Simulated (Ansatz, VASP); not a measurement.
## CsPbCl3 in VASP and in Ansatz

```
Cs Pb Cl
1.0
     4.01412    2.31755    3.27732
    -4.01412    2.31755    3.27732
     0.00000   -4.63511    3.27732
Cs Pb Cl
1 1 3
Cartesian
  0.0000 0.0000 4.9160
  0.0000 0.0000 0.0000
  2.0069 -3.4760 4.9160
  -4.0137 0.0000 4.9160
  2.0069 3.4760 4.9160
```

Alike in both runs: task single point; functional PBE; k mesh 4 × 4 × 4; occupations methfessel-paxton of order 1, width 0.2 eV; no spin polarisation.

|  | VASP | Ansatz |
| --- | --- | --- |
| version | VASP 6.6.1 | Ansatz 0.2.0 |
| potentials or method | VASP PAW PBE potentials, release 64 (Cs_sv, Pb_d, Cl) | plane waves |
| plane-wave cutoff (eV) | 520 | 420 |
| valence electrons in the cell | 44 | 44 |

VASP gave:

| Item | Value |
| --- | --- |
| gap on the k mesh at the Fermi level (eV) | 2.10 |
| pressure (GPa) | 0.7 |

Problem. Which values does Ansatz return?

Solution. gap on the k mesh at the Fermi level (eV): 2.09; pressure (GPa): 0.8.

Spin-orbit coupling is off throughout.
